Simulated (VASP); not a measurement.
# La (P6_3/mmc) in VASP: notebook, part 2 of 3

VASP 6.6.1. The steps go on from the part before.

## 3. Electric field gradients, LDA (equal xx and yy strain of -1 %)

INCAR

```
SYSTEM = La
PREC = Accurate
ENCUT = 520
EDIFF = 1E-8
ISMEAR = -1
SIGMA = 0.05
LREAL = .False.
LASPH = .True.
NELM = 100
ALGO = Normal
ISIF = 2
LWAVE = .False.
LCHARG = .False.
LEFG = .True.
NBANDS = 18
```

KPOINTS

```
regular mesh
0
Gamma
  11 11 6
  0 0 0
```

POSCAR

```
La
1.0
    3.7125020302      0.0000000000      0.0000000000
   -1.8562510150      3.2151210697      0.0000000000
    0.0000000000      0.0000000000      6.0700000000
La
2
Direct
    0.3333333333      0.6666666667      0.2500000000
    0.6666666667      0.3333333333      0.7500000000
```

Potentials or basis: VASP PAW LDA potentials, release 64 (La).

The run is started by

```console
$ cat potpaw_LDA.64/La/POTCAR > POTCAR
$ mpirun -np 1 vasp_std > vasp.out
```

OUTCAR:

```text
SYSTEM = La
   PREC = Accurate
   ENCUT = 520
   EDIFF = 1E-8
   ISMEAR = -1
   LREAL = .False.
   LASPH = .True.
   NELM = 100
   ISIF = 2

 ion  position               nearest neighbor table
   1  0.333  0.667  0.250-
   2  0.667  0.333  0.750-

  LATTYP: Found a hexagonal cell.
 ALAT       =     3.7125020302
 C/A-ratio  =     1.6350159409

  Lattice vectors:

 A1 = (   3.7125020302,   0.0000000000,   0.0000000000)
 A2 = (  -1.8562510150,   3.2151210697,   0.0000000000)
 A3 = (   0.0000000000,   0.0000000000,   6.0700000000)
[... 717 lines left out ...]
  ---------------------------------------------------
  free  energy   TOTEN  =       -11.0333308803 eV

  energy  without entropy=      -10.9993677864  energy(sigma->0) =      -11.01634933

 Electric field gradients (V/A^2)
---------------------------------------------------------------------
 ion       V_xx      V_yy      V_zz      V_xy      V_xz      V_yz
---------------------------------------------------------------------
   1      -1.304    -1.304     2.609     0.000     0.000    -0.000
   2      -1.304    -1.304     2.609     0.000    -0.000     0.000
---------------------------------------------------------------------

 Electric field gradients after diagonalization (V/A^2)
 (convention: |V_zz| > |V_xx| > |V_yy|)
----------------------------------------------------------------------
 ion       V_xx      V_yy      V_zz     asymmetry (V_yy - V_xx)/ V_zz
----------------------------------------------------------------------
   1      -1.305    -1.304     2.609       0.000
   2      -1.305    -1.304     2.609       0.000
----------------------------------------------------------------------

           NMR quadrupolar parameters

 Cq : quadrupolar parameter    Cq=e*Q*V_zz/h
 eta: asymmetry parameters     (V_yy - V_xx)/ V_zz
 Q  : nuclear electric quadrupole moment in mb (millibarn)
----------------------------------------------------------------------
 ion       Cq(MHz)       eta       Q (mb)
----------------------------------------------------------------------
   1       0.006       0.000       1.000
   2       0.006       0.000       1.000
----------------------------------------------------------------------
```

OSZICAR:

```text
N       E                     dE             d eps       ncg     rms          rms(c)
DAV:   1     0.246623665106E+03    0.24662E+03   -0.80168E+03  2312   0.171E+03
DAV:   2     0.253038140112E+02   -0.22132E+03   -0.21792E+03  3216   0.303E+02
DAV:   3    -0.751577091502E+01   -0.32820E+02   -0.32116E+02  3808   0.136E+02
DAV:   4    -0.107782568453E+02   -0.32625E+01   -0.32202E+01  4584   0.376E+01
DAV:   5    -0.110334787069E+02   -0.25522E+00   -0.25421E+00  3704   0.994E+00    0.338E+00
DAV:   6    -0.110513552368E+02   -0.17877E-01   -0.59634E-01  4608   0.478E+00    0.166E+00
DAV:   7    -0.110350887065E+02    0.16267E-01   -0.40335E-02  3768   0.131E+00    0.559E-01
DAV:   8    -0.110332199579E+02    0.18687E-02   -0.77485E-03  4574   0.637E-01    0.614E-02
DAV:   9    -0.110333038117E+02   -0.83854E-04   -0.63629E-04  3808   0.152E-01    0.357E-02
DAV:  10    -0.110333319788E+02   -0.28167E-04   -0.20339E-04  4448   0.819E-02    0.280E-02
DAV:  11    -0.110333308311E+02    0.11477E-05   -0.22589E-05  3800   0.435E-02    0.832E-03
DAV:  12    -0.110333309302E+02   -0.99075E-07   -0.19241E-06  4480   0.157E-02    0.163E-03
DAV:  13    -0.110333308844E+02    0.45793E-07   -0.35503E-07  4096   0.512E-03    0.611E-04
DAV:  14    -0.110333308803E+02    0.41641E-08   -0.40611E-08  3336   0.225E-03
   1 F= -.11033331E+02 E0= -.11016349E+02  d E =-.339631E-01
```

stdout:

```text
POSCAR found type information on POSCAR La
 POSCAR found :  1 types and       2 ions
 scaLAPACK will be used
 LDA part: xc-table for (Slater(with rela. corr.)+CA(PZ))
 , standard interpolation
 POSCAR, INCAR and KPOINTS ok, starting setup
 FFT: planning ... GRIDC
 FFT: planning ... GRID_SOFT
 FFT: planning ... GRID
 WAVECAR not read
 entering main loop
ion   1

ion   2
```

Wall time 55 s (1 thread of Intel Xeon Platinum 8559C (Emerald Rapids), shared host); peak memory 0.21 GiB.

What came out:

```yaml
Free_energy: -11.0333 eV
Pressure: -2.7 GPa
Band_gap_on_the_k_mesh: zero (band 11 reaches 8.87 eV, above the bottom of band 12 at 7.46 eV)
```

Stress tensor (GPa, compression positive):
```
-2.60  0.00  0.00
 0.00 -2.60  0.00
 0.00  0.00 -2.85
```

Levels at points of the mesh, in eV from the Fermi level:
```tsv
k point	band 7	band 8	band 9	band 10	band 11	band 12	band 13	band 14	band 15	band 16
(0.00, 0.00, 0.00)	-15.64	-15.64	-3.17	-1.78	0.99	1.33	1.33	1.40	1.47	1.60
(0.00, 0.00, 0.50)	-15.74	-15.74	-1.86	-1.86	0.58	0.58	1.40	1.40	1.41	1.41
```

Electric field gradients, principal values (V/Å²):
```csv
atom,least,middle,greatest (by size)
1 La,-1.304,-1.305,2.609
2 La,-1.304,-1.305,2.609
```

Caveat: the cell differs from its parent crystal (equal xx and yy strain of -1 %); without QUAD_EFG the Cq values of the log hold for a quadrupole moment of 1 mb, not for the nuclei; spin-orbit coupling is left out, which moves the levels of the heavy elements.

## 4. Electric field gradients, LDA (volume scaled by 0.99)

INCAR

```
PREC = Accurate
ENCUT = 520
EDIFF = 1E-8
ISMEAR = -1
SIGMA = 0.05
LREAL = False
LASPH = True
NELM = 80
ALGO = Normal
ISIF = 2
LWAVE = False
LCHARG = False
LEFG = True
NBANDS = 18
```

KPOINTS

```
Automatic mesh
0
Gamma
  11 11 6
```

POSCAR

```
La
1.0
    3.7374601441      0.0000000000      0.0000000000
   -1.8687300720      3.2367354304      0.0000000000
    0.0000000000      0.0000000000      6.0496988450
La
2
Direct
    0.3333333333      0.6666666667      0.2500000000
    0.6666666667      0.3333333333      0.7500000000
```

Potentials or basis: VASP PAW LDA potentials, release 64 (La).

The run is started by

```console
$ cat potpaw_LDA.64/La/POTCAR > POTCAR
$ mpirun -np 1 vasp_std > vasp.out
```

OUTCAR:

```text
PREC = Accurate
   ENCUT = 520
   EDIFF = 1E-8
   ISMEAR = -1
   LREAL = False
   LASPH = True
   NELM = 80
   ISIF = 2

 ion  position               nearest neighbor table
   1  0.333  0.667  0.250-
   2  0.667  0.333  0.750-

  LATTYP: Found a hexagonal cell.
 ALAT       =     3.7374601441
 C/A-ratio  =     1.6186657815

  Lattice vectors:

 A1 = (   3.7374601441,   0.0000000000,   0.0000000000)
 A2 = (  -1.8687300720,   3.2367354304,   0.0000000000)
 A3 = (   0.0000000000,   0.0000000000,   6.0496988450)

Analysis of symmetry for initial positions (statically):
=====================================================================
 Subroutine PRICEL returns:
 Original cell was already a primitive cell.

 Routine SETGRP: Setting up the symmetry group for a
 hexagonal supercell.

 Subroutine GETGRP returns: Found 24 space group operations
 (whereof 12 operations were pure point group operations)
 out of a pool of 24 trial point group operations.

The static configuration has the point symmetry D_3d.
 The point group associated with its full space group is D_6h.

Analysis of symmetry for dynamics (positions and initial velocities):
=====================================================================
 Subroutine PRICEL returns:
 Original cell was already a primitive cell.

 Routine SETGRP: Setting up the symmetry group for a
 hexagonal supercell.

 Subroutine GETGRP returns: Found 24 space group operations
 (whereof 12 operations were pure point group operations)
 out of a pool of 24 trial point group operations.

The dynamic configuration has the point symmetry D_3d.
 The point group associated with its full space group is D_6h.
[... 156 lines left out ...]
      1     -24.9329      2.00000
      2     -24.7151      2.00000
      3      -9.3584      2.00000
      4      -8.0912      2.00000
      5      -8.0912      2.00000
      6      -7.8949      2.00000
[... 481 lines left out ...]
      5      -8.5029      2.00000
      6      -8.2393      2.00000
[... 10 lines left out ...]
     17       9.4391      0.00000
     18       9.4726      0.00000

 [... further k-points ...]

------------------------ aborting loop because EDIFF is reached ----------------------------------------

  FORCE on cell =-STRESS in cart. coord.  units (eV):
  Direction    XX          YY          ZZ          XY          YZ          ZX
  --------------------------------------------------------------------------------------
  -------------------------------------------------------------------------------------
  Total       -1.2979170     -1.2979170     -1.3438653     -0.0000000     -0.0000000      0.0000000
  in kB      -28.4144975    -28.4144975    -29.4204143     -0.0000000     -0.0000000      0.0000000
  external PRESSURE =     -28.7498031 kB  Pullay stress =       0.0000000 kB

 VOLUME and BASIS-vectors are now :
 -----------------------------------------------------------------------------
  energy-cutoff  :      520.00
  volume of cell :       73.18
      direct lattice vectors                 reciprocal lattice vectors
     3.737460144  0.000000000  0.000000000     0.267561382  0.154476636  0.000000000
    -1.868730072  3.236735430  0.000000000     0.000000000  0.308953271  0.000000000
     0.000000000  0.000000000  6.049698845     0.000000000  0.000000000  0.165297484

 POSITION                                       TOTAL-FORCE (eV/Angst)
 -----------------------------------------------------------------------------------
     -0.00000      2.15782      1.51242        -0.000000      0.000000      0.000000
      1.86873      1.07891      4.53727         0.000000     -0.000000      0.000000
 -----------------------------------------------------------------------------------
    total drift:                                0.000000     -0.000000      0.000000

  FREE ENERGIE OF THE ION-ELECTRON SYSTEM (eV)
  ---------------------------------------------------
  free  energy   TOTEN  =       -11.0212227754 eV

  energy  without entropy=      -10.9870409076  energy(sigma->0) =      -11.00413184

 Electric field gradients (V/A^2)
---------------------------------------------------------------------
 ion       V_xx      V_yy      V_zz      V_xy      V_xz      V_yz
---------------------------------------------------------------------
   1      -5.385    -5.384    10.769     0.000    -0.000     0.000
   2      -5.385    -5.384    10.769     0.000     0.000    -0.000
---------------------------------------------------------------------

 Electric field gradients after diagonalization (V/A^2)
 (convention: |V_zz| > |V_xx| > |V_yy|)
----------------------------------------------------------------------
 ion       V_xx      V_yy      V_zz     asymmetry (V_yy - V_xx)/ V_zz
----------------------------------------------------------------------
   1      -5.385    -5.384    10.769       0.000
   2      -5.385    -5.384    10.769       0.000
----------------------------------------------------------------------

           NMR quadrupolar parameters

 Cq : quadrupolar parameter    Cq=e*Q*V_zz/h
 eta: asymmetry parameters     (V_yy - V_xx)/ V_zz
 Q  : nuclear electric quadrupole moment in mb (millibarn)
----------------------------------------------------------------------
 ion       Cq(MHz)       eta       Q (mb)
----------------------------------------------------------------------
   1       0.026       0.000       1.000
   2       0.026       0.000       1.000
----------------------------------------------------------------------
```

Run time: 51 s. Hardware: 1 thread of Intel Xeon Platinum 8559C (Emerald Rapids), shared host; peak memory 0.21 GiB.

Results:

```
Free energy            : -11.0212 eV
Pressure               : -2.9 GPa
Band gap on the k mesh : zero (band 11 reaches 8.80 eV, above the bottom of band 12 at 7.40 eV)
```

Levels at points of the mesh, in eV from the Fermi level:
```csv
k point,band 9,band 10,band 11,band 12,band 13,band 14
"(0.00, 0.00, 0.00)",-3.18,-1.77,1.01,1.30,1.30,1.39
"(0.00, 0.00, 0.50)",-1.85,-1.85,0.59,0.59,1.37,1.37
```

Electric field gradients, principal values (V/Å²):
| atom | least | middle | greatest (by size) |
| --- | --- | --- | --- |
| 1 La | -5.384 | -5.385 | 10.769 |
| 2 La | -5.384 | -5.385 | 10.769 |

Caveat: without QUAD_EFG the Cq values of the log hold for a quadrupole moment of 1 mb, not for the nuclei; spin-orbit coupling is left out, which moves the levels of the heavy elements.

[end of part 2 of 3]
